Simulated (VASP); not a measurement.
A run of VASP 6.6.1 is set up as follows.

The input INCAR:

```
ALGO     = Normal         # electronic algorithm
EDIFF    = 1E-6           # SCF threshold, eV
ENCUT    = 520            # plane-wave cutoff, eV
GGA      = PE             # functional
ISIF     = 2              # what is computed and relaxed
ISMEAR   = -1             # smearing method
ISPIN    = 2              # spin polarisation
LASPH    = True           # aspherical terms in the spheres
LCHARG   = False          # write CHGCAR
LMAXMIX  = 4              # l up to which the mixer works
LORBIT   = 11             # projections on sites
LREAL    = False          # projectors in reciprocal space
LWAVE    = False          # write WAVECAR
MAGMOM   = 0.5            # initial moments
NBANDS   = 15             # bands
NELM     = 150            # most SCF steps
PREC     = Accurate       # precision mode
SIGMA    = 0.05           # smearing width, eV
```

The input KPOINTS:

```
k-points
0
Gamma
  23 23 23
```

The input POSCAR:

```
Pd
1.0
   -1.6297982229      1.6297982229      1.6297982229
    1.6297982229     -1.6297982229      1.6297982229
    1.6297982229      1.6297982229     -1.6297982229
Pd
1
Direct
    0.0000000000      0.0000000000      0.0000000000
```

Potentials or basis: VASP PAW PBE potentials, release 64 (Pd).

Launch:

```sh
$ cat potpaw_PBE.64/Pd/POTCAR > POTCAR
$ mpirun -np 1 vasp_std > vasp.out
```

(1) Estimate the pressure.

(2) Predict the band gap on the k mesh.

(3) Predict the net moment.

## Answers

(1) -13.8 GPa.

(2) zero (filled and empty bands overlap).

(3) 0.00 μB per cell.

Caveat: the cell stands under tension.
